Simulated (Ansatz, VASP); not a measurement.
One calculation of Hf2MgO, two programs

```xyz
4
Lattice="4.4286 0.0000 0.0000 0.0000 4.4286 0.0000 0.0000 0.0000 4.1330" Properties=species:S:1:pos:R:3 pbc="T T T"
Mg    0.0000    0.0000    2.0665
Hf    2.2143    0.0000    0.0000
Hf    0.0000    2.2143    0.0000
O     0.0000    0.0000    0.0000
```

Alike in both runs: functional PBE; k mesh 10 × 10 × 12; occupations gaussian, width 0.1 eV; no spin polarisation.

Ansatz relaxed the structure, and its values are those at the end. VASP's run is a single point on that final structure, the one shown.

|  | VASP | Ansatz |
| --- | --- | --- |
| version | VASP 6.6.1 | Ansatz 0.2.0 |
| potentials or method | VASP PAW PBE potentials, release 64 (Mg, Hf_pv, O), cutoff 600 eV | scalar-relativistic, plane waves, PAW |
| valence electrons in the cell | 28 | 68 |

|  | VASP | Ansatz | Ansatz less VASP |
| --- | --- | --- | --- |
| gap on the k mesh at the Fermi level (eV) | none | none | - |
| pressure (GPa) | -0.8 | 0.0 | +0.80 |

A gap of «none» marks a metal or a gap that the smearing closes. With one functional, cell and mesh, what is left measures potentials, basis and numerics. VASP's potentials hold 28 valence electrons a cell and Ansatz's 68, so a difference there can come from the potentials and not from the codes.

Neither program's run includes spin-orbit coupling.
